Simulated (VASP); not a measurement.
Input of a VASP 6.6.1 run:

INCAR

```
ALGO = Fast
EDIFF = 1E-7
ENCUT = 520
GGA = PE
ISIF = 2
ISMEAR = 0
LASPH = True
LCHARG = False
LREAL = False
LWAVE = False
NBANDS = 44
NELM = 80
PREC = Accurate
SIGMA = 0.05
```

The input KPOINTS:

```
k-points
0
Gamma
  10 10 10
```

Contents of POSCAR:

```
CoSn
1.0
    5.2956988483      0.0000000000      0.0000000000
   -2.6478494242      4.5862097334      0.0000000000
    0.0000000000      0.0000000000      4.2312003079
Co Sn
3 3
Direct
    0.0000000000      0.5000000000      0.0000000000
    0.5000000000      0.5000000000      0.0000000000
    0.5000000000      0.0000000000      0.0000000000
    0.6666666667      0.3333333333      0.5000000000
    0.3333333333      0.6666666667      0.5000000000
    0.0000000000      0.0000000000      0.0000000000
```

Potentials or basis: VASP PAW PBE potentials, release 64 (Co, Sn_d).

Run with:

```bash
$ cat potpaw_PBE.64/Co/POTCAR potpaw_PBE.64/Sn_d/POTCAR > POTCAR
$ mpirun -np 1 vasp_std > vasp.out
```

Q: What does it give for the band gap on the k mesh?

A: Zero (an odd number of electrons rules out a gap without spin polarisation).

Q: What does it give for the pressure?

A: -0.1 GPa.

Stress tensor (GPa, compression positive):
```
-0.02  0.00  0.00
 0.00 -0.02  0.00
 0.00  0.00 -0.12
```

Caveat: spin-orbit coupling is left out, which moves the levels of the heavy elements; the run has no spin polarisation, though such a crystal can be magnetic. Spin polarisation is off, so any magnetic state and its effect on volume and gap are missing.
